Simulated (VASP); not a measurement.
A run of VASP 6.6.1 is set up as follows.

The input INCAR:

```
SYSTEM = Cu
  PREC = Accurate
  ENCUT = 520
  EDIFF = 1E-6
  ISMEAR = 0
  SIGMA = 0.02
  LREAL = .False.
  LASPH = .True.
  NELM = 100
  ALGO = Normal
  ISIF = 2
  LWAVE = .False.
  LCHARG = .True.
  GGA = PE
  LELF = .True.
  LVHAR = .True.
  NBANDS = 12
```

File KPOINTS:

```
regular mesh
0
Gamma
  4 12 2
  0 0 0
```

The input POSCAR:

```
Cu
1.0
   10.7951626406      0.0000000000     -0.6588102601
    0.0000000000      2.3270915025      0.0000000000
   -5.5258316266      0.0000000000     21.2744853261
Cu
1
Direct
    0.5000000000      0.5000000000      0.5000000000
```

Potentials or basis: VASP PAW PBE potentials, release 64 (Cu).

Run with:

```console
$ cat potpaw_PBE.64/Cu/POTCAR > POTCAR
$ mpirun -np 1 vasp_std > vasp.out
```

Problem. What does it give for the pressure?

Solution. 0.0 GPa.

Stress tensor (GPa, compression positive):
```
 0.01  0.00  0.00
 0.00 -0.07  0.00
 0.00  0.00  0.01
```

Caveat: the cell differs from its parent crystal (strained).
